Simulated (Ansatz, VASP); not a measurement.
# BP in VASP and in Ansatz

Contents of POSCAR:

```
BP
1.0
    0.0000000000      2.1952871442      2.1952871442
    2.1952871442      0.0000000000      2.1952871442
    2.1952871442      2.1952871442      0.0000000000
B P
1 1
Direct
    0.0000000000      0.0000000000      0.0000000000
    0.2500000000      0.2500000000      0.2500000000
```

Contents of INCAR.step1:

```
PREC = Accurate ; ENCUT = 550
ISMEAR = 0 ; SIGMA = 0.02
LREAL = False ; LASPH = True
NELM = 120 ; NBANDS = 11
GGA = PE ; ALGO = Normal
EDIFF = 1E-5 ; LWAVE = True
LCHARG = False ; GGA_COMPAT = False
```

Contents of INCAR.step2:

```
PREC = Accurate ; ENCUT = 550
EDIFF = 1E-6 ; ISMEAR = 0
SIGMA = 0.02 ; LREAL = False
LASPH = True ; NELM = 120
ALGO = Normal ; ISIF = 2
LWAVE = False ; LCHARG = False
METAGGA = R2SCAN ; LMIXTAU = True
LUSE_VDW = True ; IVDW_NL = 2
BPARAM = 11.95 ; CPARAM = 0.0093
NBANDS = 11 ; ISTART = 1
GGA_COMPAT = False
```

The input KPOINTS:

```
regular mesh
0
Gamma
  10 10 10
```

Input for Ansatz:

```yaml
crystal:
  lattice:
    - [0.0, 2.1952871442, 2.1952871442]
    - [2.1952871442, 0.0, 2.1952871442]
    - [2.1952871442, 2.1952871442, 0.0]
  atoms:
    - { symbol: B, position: [0.0, 0.0, 0.0] }
    - { symbol: P, position: [0.25, 0.25, 0.25] }
basis:
  ecutwfc: 500
kpoints:
  mp_grid: { grid: [10, 10, 10] }
hamiltonian:
  xc: r2scan
  dispersion: rvv10
scf:
  occupations: { method: gaussian, width: 0.02 }
output:
  forces: true
  stress: true
  eigenvalues: true
```

Alike in both runs: task single point; functional r2SCAN; dispersion rVV10; k mesh 10 × 10 × 10; occupations gaussian, width 0.02 eV; no spin polarisation.

|  | VASP | Ansatz |
| --- | --- | --- |
| version | VASP 6.6.1 | Ansatz 0.2.0 |
| potentials or method | VASP PAW PBE potentials, release 64 (B, P), cutoff 550 eV | scalar-relativistic, plane waves, PAW |
| valence electrons in the cell | 8 | 8 |

|  | VASP | Ansatz | Ansatz less VASP |
| --- | --- | --- | --- |
| gap on the k mesh at the Fermi level (eV) | 1.28 | 1.25 | -0.029 |
| least direct gap on the mesh (eV) | 3.81 | 3.77 | -0.041 |
| pressure (GPa) | 18.7 | 19.3 | +0.55 |

VASP's potentials were made for PBE, not for r2SCAN.
